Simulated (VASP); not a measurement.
## TlBTe2: single point with PBE

TlBTe2:

```
Tl B Te
1.0
     3.96937    0.00000    0.00000
    -1.98468    3.43757    0.00000
     0.00000    0.00000    9.12505
Tl B Te
1 1 2
Cartesian
  0.0000 2.2917 4.5625
  0.0000 0.0000 4.5625
  0.0000 2.2917 7.8107
  0.0000 2.2917 1.3143
```

The cell was built from a structure type or drawn by symmetry, and may not be a known phase.

```json
{
  "Program": "VASP 6.6.1",
  "Task": "single point",
  "Functional": "PBE",
  "Potentials or basis": "VASP PAW PBE potentials, release 64 (Tl_d, B, Te)",
  "Cutoff": "500 eV",
  "k mesh": "6 × 6 × 2",
  "Occupations": "gaussian, width 0.1 eV",
  "Spin": "no spin polarisation",
  "Dipole correction": "no",
  "Further INCAR settings": "ALGO = Normal; EDIFF = 1e-06; NBANDS = 22"
}
```

```json
{
 "Pressure": "-0.1 GPa",
 "Largest force": "0.009 eV/Å",
 "Band gap on the k mesh": "zero (bands 14 and 15 overlap by 2.80 eV)"
}
```

Forces on the atoms (eV/Å):
```
Tl   0.000  0.000  0.000
B    0.000  0.000  0.000
Te   0.000  0.000 -0.009
Te   0.000  0.000  0.009
```

Levels at points of the mesh, in eV from the Fermi level:
```tsv
k point	band 12	band 13	band 14	band 15	band 16	band 17
(0.00, 0.00, 0.00)	-0.23	1.61	1.61	1.64	1.64	2.84
(0.50, 0.00, 0.00)	-2.09	-1.23	-0.34	0.25	0.71	1.94
(0.00, 0.00, 0.50)	0.09	1.27	1.27	1.58	1.95	1.95
(0.50, 0.00, 0.50)	-1.85	-1.08	-0.62	0.88	1.03	2.79
```

Run time: 80 s on 1 thread of AMD EPYC 7R13, on a shared host, peak memory 0.22 GiB.

Caveat: spin-orbit coupling is left out, which moves the levels of the heavy elements.
